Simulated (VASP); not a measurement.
# Si2Mo (AlB2 type) (P6/mmm) in VASP: a series of runs

The runs below take Si2Mo (AlB2 type) through relaxation of cell and atoms, with PBE.

Program: VASP 6.6.1. These are calculated values, not measurements. Logs are shortened: lines on timing, memory, paths and dates and some standing lists are left out, and cuts for length are marked.

### 1 The cell of the first run

It takes space group P6/mmm (No. 191, hexagonal). The conventional cell has a = 3.737 Å, b = 3.737 Å, c = 2.347 Å, α = 90.00°, β = 90.00°, γ = 120.00°. Mo (site symmetry 6/mmm) has 2 Mo at 2.35 Å and 12 Si at 2.46 Å within 3.1 Å. Within 2.9 Å of Si (site symmetry -6m2) lie 5 Si at 2.16 to 2.35 Å and 6 Mo at 2.46 Å.

### 2 Relaxation of cell and atoms, PBE, target pressure 160 GPa, at which the enthalpy is minimised

The input, INCAR:

```
SYSTEM = Si2Mo
  PREC = Accurate
  ENCUT = 600
  EDIFF = 1E-6
  ISMEAR = -1
  SIGMA = 0.08
  LREAL = .FALSE.
  LASPH = .TRUE.
  NELM = 80
  ALGO = Normal
  ISIF = 3
  LWAVE = .FALSE.
  LCHARG = .FALSE.
  GGA = PE
  IBRION = 2
  NSW = 32
  EDIFFG = -0.005
  PSTRESS = 1600.0
```

The input, KPOINTS:

```
Automatic mesh
0
G
  10 10 8
  0 0 0
```

The input, POSCAR:

```
Si2Mo
1.0
    3.7370396174      0.0000000000      0.0000000000
   -1.8685198087      3.2363712436      0.0000000000
    0.0000000000      0.0000000000      2.3469965372
Mo Si
1 2
Direct
    0.0000000000      0.0000000000      0.0000000000
    0.3333333333      0.6666666667      0.5000000000
    0.6666666667      0.3333333333      0.5000000000
```

Potentials or basis: VASP PAW PBE potentials, release 64 (Mo_sv, Si).

Launch:

```console
> cat potpaw_PBE.64/Mo_sv/POTCAR potpaw_PBE.64/Si/POTCAR > POTCAR
> mpirun -np 1 vasp_std > vasp.out
```

OUTCAR:

```text
SYSTEM = Si2Mo
   PREC = Accurate
   ENCUT = 600
   EDIFF = 1E-6
   ISMEAR = -1
   LREAL = .FALSE.
   LASPH = .TRUE.
   NELM = 80
   ISIF = 3
   GGA = PE
   IBRION = 2
   NSW = 32
   EDIFFG = -0.005
   PSTRESS = 1600.0

 ion  position               nearest neighbor table
   1  0.000  0.000  0.000-   2 2.46   3 2.46   2 2.46   3 2.46   2 2.46   2 2.46   3 2.46   3 2.46
                             3 2.46   3 2.46   2 2.46   2 2.46
   2  0.333  0.667  0.500-   3 2.16   3 2.16   3 2.16   1 2.46   1 2.46   1 2.46   1 2.46   1 2.46
                             1 2.46
   3  0.667  0.333  0.500-   2 2.16   2 2.16   2 2.16   1 2.46   1 2.46   1 2.46   1 2.46   1 2.46
                             1 2.46

  LATTYP: Found a hexagonal cell.
 ALAT       =     3.7370396174
 C/A-ratio  =     0.6280363008

  Lattice vectors:

 A1 = (   3.7370396174,   0.0000000000,   0.0000000000)
 A2 = (  -1.8685198087,   3.2363712436,   0.0000000000)
 A3 = (   0.0000000000,   0.0000000000,   2.3469965372)

Analysis of symmetry for initial positions (statically):
=====================================================================
 Subroutine PRICEL returns:
 Original cell was already a primitive cell.

 Routine SETGRP: Setting up the symmetry group for a
 hexagonal supercell.

 Subroutine GETGRP returns: Found 24 space group operations
 (whereof 24 operations were pure point group operations)
 out of a pool of 24 trial point group operations.

The static configuration has the point symmetry D_6h.

Analysis of symmetry for dynamics (positions and initial velocities):
=====================================================================
 Subroutine PRICEL returns:
 Original cell was already a primitive cell.

 Routine SETGRP: Setting up the symmetry group for a
 hexagonal supercell.

 Subroutine GETGRP returns: Found 24 space group operations
 (whereof 24 operations were pure point group operations)
 out of a pool of 24 trial point group operations.

The dynamic configuration has the point symmetry D_6h.

 Subroutine INISYM returns: Found 24 space group operations
 (whereof 24 operations are pure point group operations),
 and found     1 'primitive' translations

----------------------------------------------------------------------------------------

                                     Primitive cell

  volume of cell :      28.3856

  direct lattice vectors                    reciprocal lattice vectors
     3.737039617  0.000000000  0.000000000     0.267591490  0.154494019  0.000000000
    -1.868519809  3.236371244  0.000000000     0.000000000  0.308988038  0.000000000
     0.000000000  0.000000000  2.346996537     0.000000000  0.000000000  0.426076470

  length of vectors
     3.737039617  3.737039617  2.346996537     0.308988038  0.308988038  0.426076470

  position of ions in fractional coordinates (direct lattice)
     0.000000000  0.000000000  0.000000000
     0.333333333  0.666666667  0.500000000
     0.666666667  0.333333333  0.500000000

  ion indices of the primitive-cell ions
   primitive index   ion index
                 1           1
                 2           2
                 3           3

----------------------------------------------------------------------------------------

 KPOINTS: Automatic mesh

Automatic generation of k-mesh.
 Grid dimensions read from file:
 generate k-points for:   10   10    8

 Generating k-lattice:

  Cartesian coordinates                     Fractional coordinates (reciprocal lattice)
     0.026759149  0.015449402  0.000000000     0.100000000 -0.000000000  0.000000000
     0.000000000  0.030898804  0.000000000     0.000000000  0.100000000  0.000000000
     0.000000000  0.000000000  0.053259559     0.000000000  0.000000000  0.125000000

  Length of vectors
     0.030898804  0.030898804  0.053259559

  Shift w.r.t. Gamma in fractional coordinates (k-lattice)
     0.000000000  0.000000000  0.000000000

 Subroutine IBZKPT returns following result:
 ===========================================

 Found     70 irreducible k-points:

 Following reciprocal coordinates:
            Coordinates               Weight
  0.000000  0.000000  0.000000      1.000000
  0.100000 -0.000000  0.000000      6.000000
  0.200000 -0.000000  0.000000      6.000000
  0.300000  0.000000  0.000000      6.000000
  0.400000 -0.000000  0.000000      6.000000
  0.500000 -0.000000  0.000000      3.000000
[... 16 lines left out ...]
  0.300000  0.100000  0.125000     24.000000
  0.400000  0.100000  0.125000     24.000000
 [... further k-points ...]
   k-points           NKPTS =     70   k-points in BZ     NKDIM =     70   number of bands    NBANDS=     15
   number of dos      NEDOS =    301   number of ions     NIONS =      3
   total plane-waves  NPLWV =  18000
   dimension x,y,z NGX =    30 NGY =   30 NGZ =   20
   dimension x,y,z NGXF=    60 NGYF=   60 NGZF=   40
   ions per type =               1   2
   NGX,Y,Z   is equivalent  to a cutoff of  13.35, 13.35, 14.17 a.u.
   NGXF,Y,Z  is equivalent  to a cutoff of  26.69, 26.69, 28.33 a.u.
 SYSTEM =  Si2Mo
   PREC   = accura    normal or accurate (medium, high low for compatibility)
   ISTART =      0    job   : 0-new  1-cont  2-samecut
   ICHARG =      2    charge: 1-file 2-atom 10-const
   ISPIN  =      1    spin polarized calculation?
   LNONCOLLINEAR =      F non collinear calculations
   LSORBIT =      F    spin-orbit coupling
   LASPH  =      T    aspherical Exc in radial PAW
   ENCUT  =  600.0 eV  44.10 Ry    6.64 a.u.   7.46  7.46  4.69*2*pi/ulx,y,z
   NELM   =     80;   NELMIN=  2; NELMDL= -5     # of ELM steps
   EDIFF  = 0.1E-05   stopping-criterion for ELM
   LREAL  =      F    real-space projection
   EDIFFG = -.5E-02   stopping-criterion for IOM
   NSW    =     32    number of steps for IOM
   IBRION =      2    ionic relax: 0-MD 1-quasi-New 2-CG
   NFREE  =      1    steps in history (QN), initial steepest desc. (CG)
   ISIF   =      3    stress and relaxation
   ISYM   =      2    0-nonsym 1-usesym 2-fastsym
   POTIM  = 0.5000    time-step for ionic-motion
   TEBEG  =    0.0;   TEEND  =   0.0 temperature during run
   PSTRESS= 1600.0 pullay stress
   NELECT =      22.0000    total number of electrons
   NUPDOWN=      -1.0000    fix difference up-down
   EMIN   =  10.00;   EMAX   =-10.00  energy-range for DOS
   EFERMI =   0.00;   METHOD = LEGACY
   ISMEAR =    -1;   SIGMA  =   0.08  broadening in eV -4-tet -1-fermi 0-gaus
   EFERMI_NEDOS =   21; number of points for ismear=-14 and -15
   IALGO  =     38    algorithm
   IMIX   =      4    mixing-type and parameters
     AMIX     =   0.40;   BMIX     =  1.00
     AMIX_MAG =   1.60;   BMIX_MAG =  1.00
  volume/ion in A,a.u.               =       9.46        63.85
  Fermi-wavevector in a.u.,A,eV,Ry     =   1.503775  2.841723 30.767393  2.261340
  Thomas-Fermi vector in A             =   2.614841
   LORBIT       =      0    0 simple, 1 ext, 2 COOP (PROOUT), +10 PAW based schemes
   GGA     = PE    functional components
   LHFCALC =     F    Hartree Fock is set to
   AEXX    =    0.0000 exact exchange contribution
   IVDW    =     0    specifies the selected vdW correction
   LEPSILON=     F    determine dielectric tensor
   LRPA    =     F    only Hartree local field effects (RPA)
 conjugate gradient relaxation of ions
 non-spin polarized calculation
  energy-cutoff  :      600.00
  volume of cell :       28.39
 maximum number of plane-waves:       963
 NGX is ok and might be reduce to    30
   NGX = 15   NGY = 15   NGZ =  9

--------------------------------------- Ionic step        1  -------------------------------------------

 number of electron      22.0000002 magnetization

 Free energy of the ion-electron system (eV)
  ---------------------------------------------------
  ext. energy  EPLUGINS =         0.00000000
  ---------------------------------------------------
  free energy    TOTEN  =       -16.50380211 eV

  energy without entropy =      -16.47886547  energy(sigma->0) =      -16.49133379

------------------------ aborting loop because EDIFF is reached ----------------------------------------

  FORCE on cell =-STRESS in cart. coord.  units (eV):
  Direction    XX          YY          ZZ          XY          YZ          ZX
  --------------------------------------------------------------------------------------
  -------------------------------------------------------------------------------------
  Total       28.3834797     28.3834797     28.5311397     -0.0000000     -0.0000000      0.0000000
  in kB     1602.0561555   1602.0561555   1610.3905704     -0.0000000     -0.0000000      0.0000000
  external PRESSURE =       4.8342938 kB  Pullay stress =    1600.0000000 kB
[... 219 lines left out ...]
  enthalpy is  TOTEN    =        11.8432773324 eV   P V=       28.3551945060

--------------------------------------- Ionic step        7  -------------------------------------------

 number of electron      22.0000002 magnetization

 Free energy of the ion-electron system (eV)
  ---------------------------------------------------
  ext. energy  EPLUGINS =         0.00000000
  ---------------------------------------------------
  free energy    TOTEN  =       -16.52278234 eV

  energy without entropy =      -16.49771926  energy(sigma->0) =      -16.51025080

 E-fermi :  18.7833     XC(G=0): -14.1793

 val. band max:       18.7680688955   @ k =   0.3000   0.3000   0.5000
 cond. band min:      18.8258601271   @ k =   0.2000   0.1000   0.5000
 fundamental gap:      0.0577912315
 Fermi energy:        18.7833217876

 k-point     1 :       0.0000    0.0000    0.0000
  band No.  band energies     occupation
      1     -42.6394      2.00000
      2     -16.9652      2.00000
      3     -16.9652      2.00000
      4     -15.2092      2.00000
      5       1.7652      2.00000
      6       9.7727      2.00000
      7       9.7727      2.00000
      8      12.7063      2.00000
      9      14.3154      2.00000
     10      18.2795      1.99633
     11      18.2795      1.99633
     12      20.9010      0.00000
     13      20.9010      0.00000
     14      23.8396      0.00000
     15      23.8396      0.00000
[... 397 lines left out ...]
 k-point    24 :       0.4000    0.1000    0.1250
  band No.  band energies     occupation
      1     -42.5498      2.00000
      2     -17.0404      2.00000
      3     -16.9346      2.00000
      4     -15.7646      2.00000
      5       5.1289      2.00000
      6       6.1265      2.00000
      7      11.1882      2.00000
      8      13.4221      2.00000
      9      15.3272      2.00000
     10      15.4735      2.00000
     11      17.6546      2.00000
     12      19.3035      0.00300
     13      22.8839      0.00000
     14      23.9730      0.00000
     15      24.7026      0.00000

 [... further k-points ...]

------------------------ aborting loop because EDIFF is reached ----------------------------------------

  FORCE on cell =-STRESS in cart. coord.  units (eV):
  Direction    XX          YY          ZZ          XY          YZ          ZX
  --------------------------------------------------------------------------------------
  -------------------------------------------------------------------------------------
  Total       28.3623713     28.3623713     28.3522748      0.0000000      0.0000000      0.0000000
  in kB     1599.7948178   1599.7948178   1599.2253167      0.0000000      0.0000000      0.0000000
  external PRESSURE =      -0.3950159 kB  Pullay stress =    1600.0000000 kB
[... 18 lines left out ...]
  FREE ENERGIE OF THE ION-ELECTRON SYSTEM (eV)
  ---------------------------------------------------
  free  energy   TOTEN  =       -16.5227823442 eV

  energy  without entropy=      -16.4977192598  energy(sigma->0) =      -16.51025080

  enthalpy is  TOTEN    =        11.8432266136 eV   P V=       28.3660089577

 reached required accuracy - stopping structural energy minimisation
```

It took 54 s on 1 thread of AMD EPYC 9R45 (Zen 5), shared host; peak memory 0.15 GiB.

Results:

* Free energy: -16.5228 eV
* Relaxed volume: 9.47 Å³/atom
* Relaxed cell: a = 3.737 Å, b = 3.737 Å, c = 2.349 Å, α = 90.00°, β = 90.00°, γ = 120.00°
* Space group after relaxing (to 0.1 Å): P6/mmm (No. 191)
* Energy change on relaxing (the run minimises the enthalpy): -6.3 meV/atom
* Ionic steps: 7
* Pressure after relaxing: 160.0 GPa
* Band gap on the k mesh: zero (bands 11 and 12 overlap by 3.71 eV)

The path:
```csv
step,energy change (eV),largest force (eV/Å),pressure (GPa),volume (Å³)
1,0.0000,0.0000,160.48,28.39
2,-0.1163,0.0000,157.32,28.50
3,-0.0211,0.0000,159.92,28.41
4,-0.0231,0.0000,159.87,28.41
5,-0.0244,0.0000,159.83,28.41
6,-0.0081,0.0000,160.23,28.39
7,-0.0190,0.0000,159.96,28.40
```

Final structure:
```
Mo Si
1.0
     3.73672    0.00000    0.00000
    -1.86836    3.23609    0.00000
     0.00000    0.00000    2.34897
Mo Si
1 2
Direct
  0.00000 0.00000 0.00000
  0.33333 0.66667 0.50000
  0.66667 0.33333 0.50000
```

Levels at points of the mesh, in eV from the Fermi level:
| k point | band 9 | band 10 | band 11 | band 12 | band 13 | band 14 |
| --- | --- | --- | --- | --- | --- | --- |
| (0.00, 0.00, 0.00) | -4.47 | -0.50 | -0.50 | 2.12 | 2.12 | 5.06 |
| (0.50, 0.00, 0.00) | -4.06 | -3.55 | 0.97 | 1.81 | 4.30 | 4.39 |
| (0.00, 0.00, 0.50) | -4.07 | -4.07 | -2.47 | -2.47 | -0.87 | 5.98 |
| (0.50, 0.00, 0.50) | -6.90 | -0.92 | -0.52 | 1.37 | 1.92 | 2.49 |

Caveat: the cell is relaxed towards a set pressure, so the run minimises the enthalpy, not the energy.

(Continued in part 2 of 2.)

The gap in the log of VASP goes by the Fermi energy; the results here count the filled bands.